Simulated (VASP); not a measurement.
# GaCuSe2 (I-42d) in VASP: a series of runs

GaCuSe2 is run at these levels: LDA, PBEsol, PBE; tasks: single point.

Program: VASP 6.6.1. These are calculated values, not measurements. Logs are shortened: lines on timing, memory, paths and dates and some standing lists are left out, and cuts for length are marked.

**Measured values to compare with.**

From “Growth and anisotropy of transport properties of CuGaSe2 single crystals”, 2018, pmc:6251020, for a bulk crystal of GaCuSe2: band gap 1.72 eV.

The results are compared with them further down.

## Step 1: The cell of the first run

It takes space group I-42d (No. 122, tetragonal). The conventional cell has a = 5.509 Å, b = 5.509 Å, c = 10.957 Å, α = 90.00°, β = 90.00°, γ = 90.00°. Within 3.2 Å of Ga (site symmetry -4) lie 4 Se at 2.41 Å. Cu (site symmetry -4) has 4 Se at 2.35 Å within 3.1 Å. Within 3.1 Å of Se (site symmetry 2) lie 2 Cu at 2.35 Å and 2 Ga at 2.41 Å.

## Step 2: Single point, LDA

INCAR reads:

```
PREC     = Accurate       # precision mode
ENCUT    = 520            # plane-wave cutoff, eV
EDIFF    = 1E-6           # SCF threshold, eV
ISMEAR   = -1             # smearing method
SIGMA    = 0.02           # smearing width, eV
LREAL    = F              # projectors in reciprocal space
LASPH    = T              # aspherical terms in the spheres
NELM     = 100            # most SCF steps
ALGO     = Normal         # electronic algorithm
ISIF     = 2              # what is computed and relaxed
LWAVE    = F              # write WAVECAR
LCHARG   = F              # write CHGCAR
NBANDS   = 46             # bands
```

KPOINTS reads:

```
Automatic mesh
0
Gamma
  6 6 6
```

POSCAR reads:

```
GaCuSe2
1.0
   -2.7546029067      2.7546029067      5.4785492947
    2.7546029067     -2.7546029067      5.4785492947
    2.7546029067      2.7546029067     -5.4785492947
Ga Cu Se
2 2 4
Direct
    0.5000000000      0.5000000000      0.0000000000
    0.2500000000      0.7500000000      0.5000000000
    0.0000000000      0.0000000000      0.0000000000
    0.7500000000      0.2500000000      0.5000000000
    0.3750000000      0.3659664350      0.4909664350
    0.6340335650      0.1250000000      1.0090335650
    0.8750000000      0.8840335650      0.5090335650
    0.1159664350      0.6250000000     -0.0090335650
```

Potentials or basis: VASP PAW LDA potentials, release 64 (Ga_d, Cu, Se).

Started as:

```bash
> cat potpaw_LDA.64/Ga_d/POTCAR potpaw_LDA.64/Cu/POTCAR potpaw_LDA.64/Se/POTCAR > POTCAR
> mpirun -np 1 vasp_std > vasp.out
```

OUTCAR:

```text
PREC = Accurate
   ENCUT = 520
   EDIFF = 1E-6
   ISMEAR = -1
   LREAL = F
   LASPH = T
   NELM = 100
   ISIF = 2

 ion  position               nearest neighbor table
   1  0.500  0.500  0.000-   6 2.41   8 2.41   5 2.41   7 2.41
   2  0.250  0.750  0.500-   5 2.41   7 2.41   8 2.41   6 2.41
   3  0.000  0.000  0.000-   5 2.35   6 2.35   7 2.35   8 2.35
   4  0.750  0.250  0.500-   8 2.35   6 2.35   7 2.35   5 2.35
   5  0.375  0.366  0.491-   3 2.35   4 2.35   1 2.41   2 2.41
   6  0.634  0.125  0.009-   3 2.35   4 2.35   1 2.41   2 2.41
   7  0.875  0.884  0.509-   3 2.35   4 2.35   2 2.41   1 2.41
   8  0.116  0.625  0.991-   4 2.35   3 2.35   2 2.41   1 2.41

  LATTYP: Found a body centered tetragonal cell.
 ALAT       =     5.5092058134
 C/A-ratio  =     1.9888708029

  Lattice vectors:

 A1 = (  -2.7546029067,   2.7546029067,   5.4785492947)
 A2 = (   2.7546029067,  -2.7546029067,   5.4785492947)
 A3 = (   2.7546029067,   2.7546029067,  -5.4785492947)

Analysis of symmetry for initial positions (statically):
=====================================================================
 Subroutine PRICEL returns:
 Original cell was already a primitive cell.

 Routine SETGRP: Setting up the symmetry group for a
 body centered tetragonal supercell.

 Subroutine GETGRP returns: Found  8 space group operations
 (whereof  4 operations were pure point group operations)
 out of a pool of 16 trial point group operations.

The static configuration has the point symmetry S_4 .
 The point group associated with its full space group is D_2d.

Analysis of symmetry for dynamics (positions and initial velocities):
=====================================================================
 Subroutine PRICEL returns:
 Original cell was already a primitive cell.

 Routine SETGRP: Setting up the symmetry group for a
 body centered tetragonal supercell.

 Subroutine GETGRP returns: Found  8 space group operations
 (whereof  4 operations were pure point group operations)
 out of a pool of 16 trial point group operations.

The dynamic configuration has the point symmetry S_4 .
 The point group associated with its full space group is D_2d.

 Subroutine INISYM returns: Found  8 space group operations
 (whereof  4 operations are pure point group operations),
 and found     1 'primitive' translations

----------------------------------------------------------------------------------------

                                     Primitive cell

  volume of cell :     166.2814

  direct lattice vectors                    reciprocal lattice vectors
    -2.754602907  2.754602907  5.478549295     0.000000000  0.181514366  0.091265036
[... 107 lines left out ...]
   TEBEG  =    0.0;   TEEND  =   0.0 temperature during run
   PSTRESS=    0.0 pullay stress
   NELECT =      72.0000    total number of electrons
   NUPDOWN=      -1.0000    fix difference up-down
   EMIN   =  10.00;   EMAX   =-10.00  energy-range for DOS
   EFERMI =   0.00;   METHOD = LEGACY
   ISMEAR =    -1;   SIGMA  =   0.02  broadening in eV -4-tet -1-fermi 0-gaus
   EFERMI_NEDOS =   21; number of points for ismear=-14 and -15
   IALGO  =     38    algorithm
   IMIX   =      4    mixing-type and parameters
     AMIX     =   0.40;   BMIX     =  1.00
     AMIX_MAG =   1.60;   BMIX_MAG =  1.00
  volume/ion in A,a.u.               =      20.79       140.27
  Fermi-wavevector in a.u.,A,eV,Ry     =   1.238524  2.340471 20.870548  1.533942
  Thomas-Fermi vector in A             =   2.373046
   LORBIT       =      0    0 simple, 1 ext, 2 COOP (PROOUT), +10 PAW based schemes
   GGA     = CA    functional components
   LHFCALC =     F    Hartree Fock is set to
   AEXX    =    0.0000 exact exchange contribution
   IVDW    =     0    specifies the selected vdW correction
   LEPSILON=     F    determine dielectric tensor
   LRPA    =     F    only Hartree local field effects (RPA)
 non-spin polarized calculation
  energy-cutoff  :      520.00
  volume of cell :      166.28
 maximum number of plane-waves:      4496
 NGX is ok and might be reduce to    50
   NGX = 25   NGY = 25   NGZ = 25

 number of electron      72.0000016 magnetization

 Free energy of the ion-electron system (eV)
  ---------------------------------------------------
  ext. energy  EPLUGINS =         0.00000000
  ---------------------------------------------------
  free energy    TOTEN  =       -36.94851681 eV

  energy without entropy =      -36.94850742  energy(sigma->0) =      -36.94851211

 E-fermi :   4.5066     XC(G=0): -10.2045

 val. band max:        4.3947315564   @ k =   0.0000   0.0000   0.0000
 cond. band min:       4.6179690467   @ k =   0.0000   0.0000   0.0000
 fundamental gap:      0.2232374903
 Fermi energy:         4.5066483603

 k-point     1 :       0.0000    0.0000    0.0000
  band No.  band energies     occupation
      1     -11.3230      2.00000
      2     -11.3209      2.00000
      3     -11.3209      2.00000
      4     -11.1608      2.00000
      5     -11.1448      2.00000
      6     -11.1448      2.00000
[... 1165 lines left out ...]
     45       9.4462      0.00000
     46       9.8261      0.00000

 [... further k-points ...]

------------------------ aborting loop because EDIFF is reached ----------------------------------------

  FORCE on cell =-STRESS in cart. coord.  units (eV):
  Direction    XX          YY          ZZ          XY          YZ          ZX
  --------------------------------------------------------------------------------------
  -------------------------------------------------------------------------------------
  Total        0.3206284      0.3206284      0.3348292      0.0000000      0.0000000      0.0000000
  in kB        3.0893635      3.0893635      3.2261930      0.0000000      0.0000000      0.0000000
  external PRESSURE =       3.1349733 kB  Pullay stress =       0.0000000 kB

 VOLUME and BASIS-vectors are now :
 -----------------------------------------------------------------------------
  energy-cutoff  :      520.00
  volume of cell :      166.28
      direct lattice vectors                 reciprocal lattice vectors
    -2.754602907  2.754602907  5.478549295     0.000000000  0.181514366  0.091265036
     2.754602907 -2.754602907  5.478549295     0.181514366  0.000000000  0.091265036
     2.754602907  2.754602907 -5.478549295     0.181514366  0.181514366  0.000000000

 POSITION                                       TOTAL-FORCE (eV/Angst)
 -----------------------------------------------------------------------------------
      0.00000      0.00000      5.47855         0.000000     -0.000000      0.000000
      2.75460      0.00000      2.73927         0.000000      0.000000     -0.000000
      0.00000      0.00000      0.00000         0.000000      0.000000     -0.000000
      0.00000      2.75460      2.73927         0.000000     -0.000000     -0.000000
      1.32753      1.37730      1.36964         0.012197      0.000000     -0.000000
     -1.37730      1.42707      4.10891         0.000000     -0.012197     -0.000000
      1.42707      1.37730      6.84819        -0.012197      0.000000     -0.000000
      4.13190      1.32753     -1.36964         0.000000      0.012197     -0.000000
 -----------------------------------------------------------------------------------
    total drift:                                0.000002      0.000002      0.000002

  FREE ENERGIE OF THE ION-ELECTRON SYSTEM (eV)
  ---------------------------------------------------
  free  energy   TOTEN  =       -36.9485168101 eV

  energy  without entropy=      -36.9485074158  energy(sigma->0) =      -36.94851211
```

OSZICAR:

```text
N       E                     dE             d eps       ncg     rms          rms(c)
DAV:   1     0.728226606424E+03    0.72823E+03   -0.31318E+04  2878   0.213E+03
DAV:   2     0.100677073640E+03   -0.62755E+03   -0.60290E+03  2794   0.581E+02
DAV:   3    -0.284170519861E+02   -0.12909E+03   -0.12446E+03  3280   0.213E+02
DAV:   4    -0.385566746614E+02   -0.10140E+02   -0.10015E+02  3874   0.589E+01
DAV:   5    -0.388622351348E+02   -0.30556E+00   -0.30495E+00  3866   0.113E+01    0.129E+01
DAV:   6    -0.388597476922E+02    0.24874E-02   -0.32729E+01  3768   0.945E+01    0.926E+00
DAV:   7    -0.369034244771E+02    0.19563E+01   -0.83369E+00  3650   0.686E+01    0.370E+00
DAV:   8    -0.370588695387E+02   -0.15545E+00   -0.30216E+00  4264   0.208E+01    0.290E+00
DAV:   9    -0.369480150820E+02    0.11085E+00   -0.86928E-01  3894   0.170E+01    0.440E-01
DAV:  10    -0.369481924318E+02   -0.17735E-03   -0.53558E-02  4164   0.383E+00    0.150E-01
DAV:  11    -0.369486707527E+02   -0.47832E-03   -0.81461E-03  4096   0.119E+00    0.102E-01
DAV:  12    -0.369485146105E+02    0.15614E-03   -0.11907E-03  3988   0.728E-01    0.178E-02
DAV:  13    -0.369485163543E+02   -0.17438E-05   -0.10422E-04  4376   0.138E-01    0.115E-02
DAV:  14    -0.369485183579E+02   -0.20036E-05   -0.25291E-05  3740   0.662E-02    0.880E-03
DAV:  15    -0.369485168614E+02    0.14964E-05   -0.10723E-05  2854   0.723E-02    0.337E-03
DAV:  16    -0.369485168101E+02    0.51328E-07   -0.12306E-06  1858   0.164E-02
   1 F= -.36948517E+02 E0= -.36948512E+02  d E =-.939431E-05
```

stdout:

```text
POSCAR found type information on POSCAR GaCuSe
 POSCAR found :  3 types and       8 ions
 scaLAPACK will be used
 LDA part: xc-table for (Slater(with rela. corr.)+CA(PZ))
 , standard interpolation
 POSCAR, INCAR and KPOINTS ok, starting setup
 FFT: planning ... GRIDC
 FFT: planning ... GRID_SOFT
 FFT: planning ... GRID
 WAVECAR not read
 entering main loop
```

Run time: 3 min. Hardware: 1 thread of Intel Xeon 6975P-C (Granite Rapids), shared host; peak memory 0.4 GiB.

What came out:

```yaml
Free_energy: -36.9485 eV
Pressure: 0.3 GPa
Largest_force: 0.012 eV/Å
Band_gap_on_the_k_mesh: 0.22 eV
```

Forces on the atoms (eV/Å):
```
Ga   0.000  0.000  0.000
Ga   0.000  0.000  0.000
Cu   0.000  0.000  0.000
Cu   0.000  0.000  0.000
Se   0.012  0.000  0.000
Se   0.000 -0.012  0.000
Se  -0.012  0.000  0.000
Se   0.000  0.012  0.000
```

Caveat: semilocal functionals underestimate gaps, and a narrow one can read as zero.

(Part 1 of 2 ends here.)
